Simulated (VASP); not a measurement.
AlAs:

```xyz
2
Lattice="0.0000 2.8379 2.8379 2.8379 0.0000 2.8379 2.8379 2.8379 0.0000" Properties=species:S:1:pos:R:3 pbc="T T T"
Al    0.0000    0.0000    0.0000
As    4.2569    4.2569    4.2569
```

Program: VASP 6.6.1. Alike in all runs: task single point; potentials or basis VASP PAW PBE potentials, release 64 (Al, As); no spin polarisation; cell as given; cutoff (eV) 500.

Problem. Order these runs on this cell by their pressure, lowest first.
A. level PBEsol; k mesh 4 × 4 × 4; smearing tetrahedron
B. level PBE+D3(BJ); k mesh 1 × 1 × 1, shifted; smearing gaussian 0.1 eV
C. level PBE; k mesh 4 × 4 × 4; smearing gaussian 0.1 eV
D. level PBE; k mesh 2 × 2 × 2; smearing gaussian 0.1 eV
E. level BLYP; k mesh 4 × 4 × 4; smearing gaussian 0.1 eV

Solution. B (-3.3 GPa), A (0.5 GPa), C (2.4 GPa), E (5.0 GPa), D (7.3 GPa).

Caveats: all runs use coarse meshes; the PAW data sets were made with another functional, which shifts forces and pressure a little (some runs); three body term missing (some runs).
